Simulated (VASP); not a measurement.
Wanted: the native input for a VASP 6.6.1 run.

```
Task                   : single point
Functional             : PBEsol
Potentials or basis    : VASP PAW PBE potentials, release 64 (Rb_sv)
Cutoff                 : 520 eV
k mesh                 : 9 × 9 × 6
Occupations            : gaussian, width 0.1 eV
Spin                   : no spin polarisation
Dipole correction      : no
Further INCAR settings : ALGO = Fast; EDIFF = 1e-06; NBANDS = 16
```

The structure of Rb lies in POSCAR:

```
Rb
1.0
    5.3677530673      0.0000000000      0.0000000000
   -2.6838765336      4.6486105175      0.0000000000
    0.0000000000      0.0000000000      8.6526029060
Rb
2
Direct
    0.3333333300      0.6666666700      0.2500000000
    0.6666666700      0.3333333300      0.7500000000
```

This cell differs from its parent crystal: strained.

The input as run:

INCAR

```
SYSTEM = Rb
PREC = Accurate
ENCUT = 520
EDIFF = 1E-6
ISMEAR = 0
SIGMA = 0.1
LREAL = .False.
LASPH = .True.
NELM = 60
ALGO = Fast
ISIF = 2
LWAVE = .False.
LCHARG = .True.
GGA = PS
LELF = .True.
LVHAR = .True.
NBANDS = 16
```

KPOINTS

```
Automatic mesh
0
Gamma
  9 9 6
  0 0 0
```

Potentials or basis: VASP PAW PBE potentials, release 64 (Rb_sv).

Command:

```bash
$ cat potpaw_PBE.64/Rb_sv/POTCAR > POTCAR
$ mpirun -np 1 vasp_std > vasp.out
```

Results of the run:

| Quantity | Value |
| --- | --- |
| Pressure | -0.4 GPa |
| Band gap on the k mesh | zero (band 9 reaches 0.65 eV, above the bottom of band 10 at -1.55 eV) |

Caveat: the cell differs from its parent crystal (strained); the PAW data sets were made with another functional, which shifts forces and pressure a little.

It took 2.1 min on 1 thread of Intel(R) Xeon(R) 6975P-C (Granite Rapids), with other jobs on the host, peak memory 0.37 GiB.
